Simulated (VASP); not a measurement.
# In3SbTe2 (Immm) in VASP: notebook, part 2 of 2

VASP 6.6.1.

## 3. Single point, PBE

INCAR

```
SYSTEM = In3SbTe2
ALGO = Normal ; EDIFF = 1E-6
ENCUT = 520 ; GGA = PE
ISIF = 2 ; ISMEAR = -1
LASPH = .True. ; LCHARG = .False.
LREAL = .False. ; LWAVE = .False.
NBANDS = 37 ; NELM = 80
PREC = Accurate ; SIGMA = 0.05
```

KPOINTS

```
k-points
0
Gamma
  7 7 7
  0 0 0
```

POSCAR

```
In3SbTe2
1.0
   -2.2368750000      3.1260210000      6.5127920000
    2.2368750000     -3.1260210000      6.5127920000
    2.2368750000      3.1260210000     -6.5127920000
Te Sb In
2 1 3
Direct
    0.8287300000      0.3287300000      0.5000000000
    0.1712700000      0.6712700000      0.5000000000
    0.5000000000      0.0000000000      0.5000000000
    0.3390380000      0.3390380000      0.0000000000
    0.6609620000      0.6609620000      0.0000000000
    0.0000000000      0.0000000000      0.0000000000
```

Potentials or basis: VASP PAW PBE potentials, release 64 (Te, Sb, In_d).

Command:

```
> cat potpaw_PBE.64/Te/POTCAR potpaw_PBE.64/Sb/POTCAR potpaw_PBE.64/In_d/POTCAR > POTCAR
> mpirun -np 1 vasp_std > vasp.out
```

It took 16 min on 1 thread of Intel Xeon 8259CL, shared host; peak memory 0.7 GiB.

Results (log left out):

- Free energy: -19.3813 eV
- Pressure: -0.3 GPa
- Largest force: 0.104 eV/Å
- Band gap on the k mesh: zero (bands 28 and 29 overlap by 1.88 eV)

Forces in eV/Å, atoms in the order of the input:
```
Te   0.000  0.000  0.009
Te   0.000  0.000 -0.009
Sb   0.000  0.000  0.000
In   0.000  0.000  0.104
In   0.000  0.000 -0.104
In   0.000  0.000  0.000
```

Stress tensor (GPa, compression positive):
```
-0.77  0.00  0.00
 0.00 -0.48  0.00
 0.00  0.00  0.48
```

Levels at points of the mesh, in eV from the Fermi level:
```
           k point  band 26  band 27  band 28  band 29  band 30  band 31
(0.00, 0.00, 0.00)    -1.03    -0.92    -0.92    -0.64    -0.21     3.98
```

Caveat: spin-orbit coupling is left out, which moves the levels of the heavy elements.

## 4. Single point, PBE

This run uses another cell than the first one, of 30.97 Å³/atom.

INCAR

```
ALGO = Normal
EDIFF = 1E-6
ENCUT = 520
GGA = PE
ISIF = 2
ISMEAR = -1
LASPH = T
LCHARG = F
LREAL = F
LWAVE = F
NBANDS = 37
NELM = 80
PREC = Accurate
SIGMA = 0.05
```

KPOINTS

```
k-points
0
Gamma
  7 7 7
```

POSCAR: that of step 3 with these lines changed.

```diff
@@ -2,5 +2,5 @@
 1.0
-   -2.2368750000      3.1260210000      6.5127920000
-    2.2368750000     -3.1260210000      6.5127920000
-    2.2368750000      3.1260210000     -6.5127920000
+   -2.2516891734      3.1467237292      6.5559243298
+    2.2516891734     -3.1467237292      6.5559243298
+    2.2516891734      3.1467237292     -6.5559243298
 Te Sb In
```

Potentials or basis: VASP PAW PBE potentials, release 64 (Te, Sb, In_d).

Command:

```
> cat potpaw_PBE.64/Te/POTCAR potpaw_PBE.64/Sb/POTCAR potpaw_PBE.64/In_d/POTCAR > POTCAR
> mpirun -np 1 vasp_std > vasp.out
```

OUTCAR:

```text
EDIFF = 1E-6
   ENCUT = 520
   GGA = PE
   ISIF = 2
   ISMEAR = -1
   LASPH = T
   LREAL = F
   NELM = 80
   PREC = Accurate

 ion  position               nearest neighbor table
   1  0.829  0.329  0.500-   5 3.15   5 3.15   4 3.15   4 3.15   6 3.18   6 3.18
   2  0.171  0.671  0.500-   4 3.15   4 3.15   5 3.15   5 3.15   6 3.18   6 3.18
   3  0.500  0.000  0.500-   5 3.09   4 3.09   5 3.09   4 3.09   6 3.15   6 3.15
   4  0.339  0.339  0.000-   3 3.09   3 3.09   2 3.15   2 3.15   1 3.15   1 3.15
   5  0.661  0.661  0.000-   3 3.09   3 3.09   1 3.15   1 3.15   2 3.15   2 3.15
   6  0.000  0.000  0.000-   3 3.15   3 3.15   2 3.18   2 3.18   1 3.18   1 3.18

  LATTYP: Found a body centered orthorhombic cell.
 ALAT       =     4.5033783468
 B/A-ratio  =     1.3974947192
 C/A-ratio  =     2.9115583124

  Lattice vectors:

 A1 = (  -2.2516891734,   3.1467237292,   6.5559243298)
 A2 = (   2.2516891734,  -3.1467237292,   6.5559243298)
 A3 = (   2.2516891734,   3.1467237292,  -6.5559243298)

[... 181 lines left out ...]

 E-fermi :   6.1140     XC(G=0):  -9.4111

 val. band max:        6.0928069269   @ k =  -0.4286  -0.4286   0.1429
 cond. band min:       6.1355441119   @ k =   0.0000   0.1429  -0.0000
 fundamental gap:      0.0427371850
 Fermi energy:         6.1140113791

 k-point     1 :       0.0000    0.0000    0.0000
  band No.  band energies     occupation
      1      -8.5294      2.00000
      2      -8.4887      2.00000
      3      -8.4525      2.00000
      4      -8.4414      2.00000
      5      -8.4259      2.00000
      6      -8.4203      2.00000
[... 949 lines left out ...]
     36      10.6172      0.00000
     37      11.0500      0.00000

 [... further k-points ...]

------------------------ aborting loop because EDIFF is reached ----------------------------------------

  FORCE on cell =-STRESS in cart. coord.  units (eV):
  Direction    XX          YY          ZZ          XY          YZ          ZX
  --------------------------------------------------------------------------------------
  -------------------------------------------------------------------------------------
  Total       -1.8063412     -1.4249649     -0.3878958     -0.0000000      0.0000000      0.0000000
  in kB      -15.5757652    -12.2872238     -3.3447580     -0.0000000      0.0000000      0.0000000
  external PRESSURE =     -10.4025823 kB  Pullay stress =       0.0000000 kB

 VOLUME and BASIS-vectors are now :
 -----------------------------------------------------------------------------
  energy-cutoff  :      520.00
  volume of cell :      185.81
      direct lattice vectors                 reciprocal lattice vectors
    -2.251689173  3.146723729  6.555924330     0.000000000  0.158895424  0.076266896
     2.251689173 -3.146723729  6.555924330     0.222055515  0.000000000  0.076266896
     2.251689173  3.146723729 -6.555924330     0.222055515  0.158895424  0.000000000

 POSITION                                       TOTAL-FORCE (eV/Angst)
 -----------------------------------------------------------------------------------
      0.00000      3.14672      4.31026        -0.000000      0.000000     -0.002331
      2.25169     -0.00000      2.24567        -0.000000     -0.000000      0.002331
      0.00000      3.14672      0.00000        -0.000000     -0.000000      0.000000
      0.00000      0.00000      4.44541         0.000000     -0.000000      0.100177
      0.00000      0.00000      8.66643        -0.000000      0.000000     -0.100177
      0.00000      0.00000      0.00000        -0.000000     -0.000000      0.000000
 -----------------------------------------------------------------------------------
    total drift:                                0.000000      0.000000     -0.000000

  FREE ENERGIE OF THE ION-ELECTRON SYSTEM (eV)
  ---------------------------------------------------
  free  energy   TOTEN  =       -19.3671419208 eV

  energy  without entropy=      -19.3501714544  energy(sigma->0) =      -19.35865669
```

Wall time 19 min (1 thread of Intel Xeon 8259CL, shared host); peak memory 0.77 GiB.

What came out:

| Property | Result |
| --- | --- |
| Free energy | -19.3671 eV |
| Pressure | -1.0 GPa |
| Largest force | 0.100 eV/Å |
| Band gap on the k mesh | zero (bands 28 and 29 overlap by 1.83 eV) |

Forces on the atoms (eV/Å):
```
Te   0.000  0.000 -0.002
Te   0.000  0.000  0.002
Sb   0.000  0.000  0.000
In   0.000  0.000  0.100
In   0.000  0.000 -0.100
In   0.000  0.000  0.000
```

Caveat: spin-orbit coupling is left out, which moves the levels of the heavy elements.

The gap in the log of VASP goes by the Fermi energy; the results here count the filled bands.